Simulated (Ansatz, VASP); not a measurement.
**Two plane-wave programs on Ti**

```
Ti
1.0
    -1.64100    1.64100    1.64100
     1.64100   -1.64100    1.64100
     3.28200    3.28200    0.00000
Ti
2
Direct
  0.99300 0.00700 0.00000
  0.50700 0.49300 0.50000
```

Change from the starting cell: mode 1 (-158.0 1/cm) frozen in, largest displacement +0.033 Å.

Alike in both runs: task single point; functional PBEsol; k mesh 18 × 18 × 10; occupations gaussian, width 0.15 eV; no spin polarisation.

```csv
,VASP,Ansatz
version,VASP 6.6.1,Ansatz 0.2.0
potentials or method,"VASP PAW PBE potentials, release 64 (Ti_sv), cutoff 520 eV","scalar-relativistic, plane waves, PAW"
valence electrons in the cell,24,24
```

|  | VASP | Ansatz | Ansatz less VASP |
| --- | --- | --- | --- |
| gap on the k mesh at the Fermi level (eV) | none | none | - |
| pressure (GPa) | -7.1 | -6.7 | +0.41 |
| traceless stress, the component that is largest in VASP (GPa) | -0.14 | -0.14 | -0.001 |
| rms of the force components (eV/Å) | 0.078 | 0.079 | +0.0002 |

VASP's potentials were made for PBE, not for PBEsol. Atom by atom the forces differ by 0.000 eV/Å (rms over components). A gap of «none» marks a metal or a gap that the smearing closes. With one functional, cell and mesh, what is left measures potentials, basis and numerics.
